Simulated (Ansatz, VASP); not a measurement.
**Two plane-wave programs on Al3Cu2**

```
CELL_PARAMETERS angstrom
4.09859 0.00000 0.00000
-2.04929 3.54948 0.00000
0.00000 0.00000 4.98210
ATOMIC_POSITIONS crystal
Al 0.00000 0.00000 0.00000
Al 0.33333 0.66667 0.35151
Al 0.66667 0.33333 0.64849
Cu 0.33333 0.66667 0.84229
Cu 0.66667 0.33333 0.15771
```

Alike in both runs: functional PBEsol; k mesh 12 × 12 × 8; occupations gaussian, width 0.1 eV; no spin polarisation.

Ansatz relaxed the structure, and its values are those at the end. VASP's run is a single point on that final structure, the one shown.

|  | VASP | Ansatz |
| --- | --- | --- |
| version | VASP 6.6.1 | Ansatz 0.2.0 |
| potentials or method | VASP PAW PBE potentials, release 64 (Al, Cu), cutoff 520 eV | scalar-relativistic, plane waves, PAW |
| valence electrons in the cell | 31 | 47 |

Ansatz gave:

- gap on the k mesh at the Fermi level (eV): none
- pressure (GPa): 0.0

Problem. Estimate VASP's values.

Solution. gap on the k mesh at the Fermi level (eV): none; pressure (GPa): 0.4.

VASP's potentials were made for PBE, not for PBEsol. A gap of «none» marks a metal or a gap that the smearing closes. With one functional, cell and mesh, what is left measures potentials, basis and numerics. VASP's potentials hold 31 valence electrons a cell and Ansatz's 47, so a difference there can come from the potentials and not from the codes.
